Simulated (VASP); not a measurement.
A run of VASP 6.6.1:

The input INCAR:

```
SYSTEM = CdAg2
PREC     = Accurate       ! precision mode
ENCUT    = 520            ! plane-wave cutoff, eV
EDIFF    = 1E-6           ! SCF threshold, eV
ISMEAR   = -1             ! smearing method
SIGMA    = 0.05           ! smearing width, eV
LREAL    = .FALSE.        ! projectors in reciprocal space
LASPH    = .TRUE.         ! aspherical terms in the spheres
NELM     = 80             ! most SCF steps
ALGO     = Normal         ! electronic algorithm
ISIF     = 2              ! what is computed and relaxed
LWAVE    = .FALSE.        ! write WAVECAR
LCHARG   = .FALSE.        ! write CHGCAR
LDIPOL   = .TRUE.       
IDIPOL   = 3            
DIPOL    = 0.5 0.5 0.500
NBANDS   = 24             ! bands
```

Contents of KPOINTS:

```
regular mesh
0
G
  13 13 1
  0 0 0
```

Contents of POSCAR:

```
CdAg2
1.0
    2.8284417087      0.0000000000      0.0000000000
   -1.4142208543      2.4495023729      0.0000000000
    0.0000000000      0.0000000000     20.6188000000
Ag Cd
2 1
Direct
    0.1666666667      0.3333333333      0.3883709467
    0.8333333333      0.6666666667      0.6116290563
    0.5000000000      1.0000000000      0.4999999966
```

Potentials or basis: VASP PAW LDA potentials, release 64 (Ag, Cd).

Run with:

```sh
$ cat potpaw_LDA.64/Ag/POTCAR potpaw_LDA.64/Cd/POTCAR > POTCAR
$ mpirun -np 1 vasp_std > vasp.out
```

Hardware: 1 thread of Intel(R) Xeon(R) Platinum 8488C (Sapphire Rapids), with other jobs on the host.

Problem. How long does it take, and how much memory?

Solution. It took 63 s on 1 thread of Intel(R) Xeon(R) Platinum 8488C (Sapphire Rapids) (shared host), peak memory 0.26 GiB. Counts: scf iterations 17, k points 21.
